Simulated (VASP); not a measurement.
## GaN: single point with PBE

The system is GaN.

```xyz
2
Lattice="0.0000 2.1845 2.1845 2.1845 0.0000 2.1845 2.1845 2.1845 0.0000" Properties=species:S:1:pos:R:3 pbc="T T T"
Ga    0.0000    0.0000    0.0000
N     1.0922    1.0922    1.0922
```

```json
{"Program": "VASP 6.6.1", "Task": "single point", "Functional": "PBE", "Potentials or basis": "VASP PAW PBE potentials, release 64 (Ga_d, N)", "Cutoff": "600 eV", "k mesh": "4 × 4 × 4", "Occupations": "gaussian, width 0.01 eV", "Spin": "no spin polarisation", "Dipole correction": "no", "Further INCAR settings": "ALGO = Normal; EDIFF = 1e-06; NBANDS = 16"}
```

```json
{
 "Pressure": "26.9 GPa",
 "Band gap on the k mesh": "2.31 eV, direct"
}
```

Levels at points of the mesh, in eV from the valence-band top:
```tsv
k point	band 7	band 8	band 9	band 10	band 11	band 12
(0.00, 0.00, 0.00)	0.00	0.00	0.00	2.31	10.85	10.85
(0.50, 0.00, 0.00)	-7.71	-1.10	-1.10	5.26	9.18	10.81
(0.50, 0.50, 0.00)	-6.55	-3.06	-3.06	3.34	7.17	12.40
```

Wall time 4.5 s on 1 thread of Intel(R) Xeon(R) 6975P-C (Granite Rapids), on a shared host, peak memory 0.14 GiB.

Caveat: the k points lie up to 0.62 Å⁻¹ apart.
